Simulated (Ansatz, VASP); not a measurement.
**Si2W in VASP and in Ansatz**

```
CELL_PARAMETERS angstrom
4.61440 0.00000 0.00000
-2.30720 3.99619 0.00000
0.00000 0.00000 6.64689
ATOMIC_POSITIONS crystal
Si 0.84886 0.69771 0.50000
Si 0.15114 0.84886 0.83333
Si 0.69771 0.84886 0.16667
Si 0.15114 0.30229 0.50000
Si 0.84886 0.15114 0.83333
Si 0.30229 0.15114 0.16667
W 0.00000 0.50000 0.16667
W 0.50000 0.50000 0.83333
W 0.50000 0.00000 0.50000
```

Alike in both runs: task single point; functional PBE; k mesh 9 × 9 × 6; occupations gaussian, width 0.03 eV; no spin polarisation.

|  | VASP | Ansatz |
| --- | --- | --- |
| version | VASP 6.6.1 | Ansatz 0.2.0 |
| potentials or method | VASP PAW PBE potentials, release 64 (Si, W_sv), cutoff 520 eV | scalar-relativistic, plane waves, PAW |
| valence electrons in the cell | 66 | 66 |

VASP gave:

| Property | Result |
| --- | --- |
| gap on the k mesh at the Fermi level (eV) | none |
| pressure (GPa) | 1.2 |
| traceless stress, the component that is largest in VASP (GPa) | -2.06 |
| rms of the force components (eV/Å) | 0.892 |

Question: Which values does Ansatz return?

Answer: gap on the k mesh at the Fermi level (eV): none; pressure (GPa): 1.2; traceless stress, the component that is largest in VASP (GPa): -2.05; rms of the force components (eV/Å): 0.896.

Atom by atom the forces differ by 0.004 eV/Å (rms over components). A gap of «none» marks a metal or a gap that the smearing closes. The functional is the same, so the differences come from potentials, cutoffs and numerics.

Neither program's run includes spin-orbit coupling.
